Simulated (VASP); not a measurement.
Here is a VASP 6.6.1 calculation.

The input POSCAR:

```
SnO
1.0
    3.0720570961      0.0000000000      0.0000000000
    0.0000000000      3.0720570961      0.0000000000
    0.0000000000      0.0000000000      3.0720570961
Sn O
1 1
Direct
    0.0000000000      0.0000000000      0.0000000000
    0.5000000000      0.5000000000      0.5000000000
```

File INCAR.step1:

```
ALGO = Normal ; EDIFF = 1E-4
ENCUT = 520 ; GGA = PE
ISMEAR = -1 ; LASPH = T
LCHARG = F ; LREAL = F
LWAVE = T ; NBANDS = 17
NELM = 60 ; PREC = Accurate
SIGMA = 0.02
```

INCAR.step2

```
ALGO = Normal ; EDIFF = 1E-6
ENCUT = 520 ; ISIF = 2
ISMEAR = -1 ; ISTART = 1
LASPH = T ; LCHARG = F
LMIXTAU = T ; LREAL = F
LWAVE = F ; METAGGA = R2SCAN
NBANDS = 17 ; NELM = 60
PREC = Accurate ; SIGMA = 0.02
```

Contents of KPOINTS:

```
k-points
0
Gamma
  6 6 6
```

Potentials or basis: VASP PAW PBE potentials, release 64 (Sn_d, O).

The run is started by

```console
$ cat potpaw_PBE.64/Sn_d/POTCAR potpaw_PBE.64/O/POTCAR > POTCAR
$ cp INCAR.step1 INCAR
$ mpirun -np 1 vasp_std > vasp.out
$ cp INCAR.step2 INCAR
$ mpirun -np 1 vasp_std > vasp.out
```

Question: What does it give for the band gap on the k mesh?

Answer: 0.25 eV, indirect (least direct gap 0.96 eV).

Question: Predict the pressure.

Answer: 4.0 GPa.

Caveat: the PAW data sets were made with another functional, which shifts forces and pressure a little; spin-orbit coupling is left out, which moves the levels of the heavy elements. A k mesh can miss the band edges.
